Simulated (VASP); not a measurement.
Input of a VASP 6.6.1 run:

Contents of INCAR:

```
  PREC = Accurate
  ENCUT = 520
  EDIFF = 1E-6
  ISMEAR = 0
  SIGMA = 0.1
  LREAL = False
  LASPH = True
  NELM = 60
  ALGO = Normal
  ISIF = 2
  LWAVE = False
  LCHARG = True
  LDIPOL = True
  IDIPOL = 3
  DIPOL = 0.5 0.5 0.305
  GGA = PE
  LELF = True
  LVHAR = True
  LVACPOTAV = True
  NBANDS = 15
```

Contents of KPOINTS:

```
regular mesh
0
Gamma
  4 4 1
```

Contents of POSCAR:

```
HfH4
1.0
    5.7800363728      0.0000000000      0.0000000000
    0.0000000000      5.7800363728      0.0000000000
    0.0000000000      0.0000000000     26.2091731200
Hf H
1 4
Direct
    0.5000000000      0.5000000000      0.3052366423
    0.2418494618      0.5000000000      0.3458640706
    0.7581505382      0.5000000000      0.3458640706
    0.5000000000      0.7581505382      0.2646092139
    0.5000000000      0.2418494618      0.2646092139
```

Potentials or basis: VASP PAW PBE potentials, release 64 (Hf_pv, H).

Run with:

```sh
$ cat potpaw_PBE.64/Hf_pv/POTCAR potpaw_PBE.64/H/POTCAR > POTCAR
$ mpirun -np 1 vasp_std > vasp.out
```

(1) Predict the largest force.

(2) Estimate the band gap on the k mesh.

Results:

(1) 0.011 eV/Å.

(2) 3.58 eV.

Caveat: spin-orbit coupling is left out, which moves the levels of the heavy elements.
